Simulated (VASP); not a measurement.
## Al3NiSn: density of states with PBE

The system is Al3NiSn.

```
Al Ni Sn
1.0
     4.58713    0.00000    0.00000
     0.00000    4.58713    0.00000
     0.00000    0.00000    4.58713
Al Ni Sn
3 1 1
Direct
  0.50000 0.00000 0.00000
  0.00000 0.50000 0.00000
  0.00000 0.00000 0.50000
  0.00000 0.00000 0.00000
  0.50000 0.50000 0.50000
```

| Quantity | Value |
| --- | --- |
| Program | VASP 6.6.1 |
| Task | density of states |
| Functional | PBE |
| Potentials or basis | VASP PAW PBE potentials, release 64 (Al, Ni, Sn_d) |
| Cutoff | 520 eV |
| k mesh | 8 × 8 × 8 |
| Occupations | gaussian, width 0.1 eV |
| Spin | no spin polarisation |
| Dipole correction | no |
| k mesh for the DOS | 12 × 12 × 12 |
| Occupations for the DOS | tetrahedron |
| Further INCAR settings | ALGO = Normal; EDIFF = 1e-06 |

* Valence electrons inside the program's atomic spheres: Al 0.76; Ni 9.70; Sn 12.17

Levels at points of the mesh, in eV from the Fermi level:
```csv
k point,band 13,band 14,band 15,band 16,band 17,band 18,band 19,band 20
"(0.00, 0.00, 0.00)",-2.65,-2.65,-2.65,-0.33,-0.33,2.44,2.44,2.44
"(0.50, 0.00, 0.00)",-2.63,-1.49,-1.49,-0.58,-0.51,-0.51,0.51,0.67
"(0.50, 0.50, 0.00)",-2.88,-2.66,-0.42,0.03,0.62,0.62,1.23,1.84
"(0.50, 0.50, 0.50)",-4.61,-3.03,-3.03,-1.68,-1.68,-1.68,7.55,7.56
```

Run time: 100 s on 1 thread of AMD EPYC 7R13 Processor (Zen 3), on a shared host, peak memory 0.3 GiB.

Caveat: spin-orbit coupling is left out, which moves the levels of the heavy elements. Spin polarisation is off, so any magnetic state and its effect on volume and gap are missing.
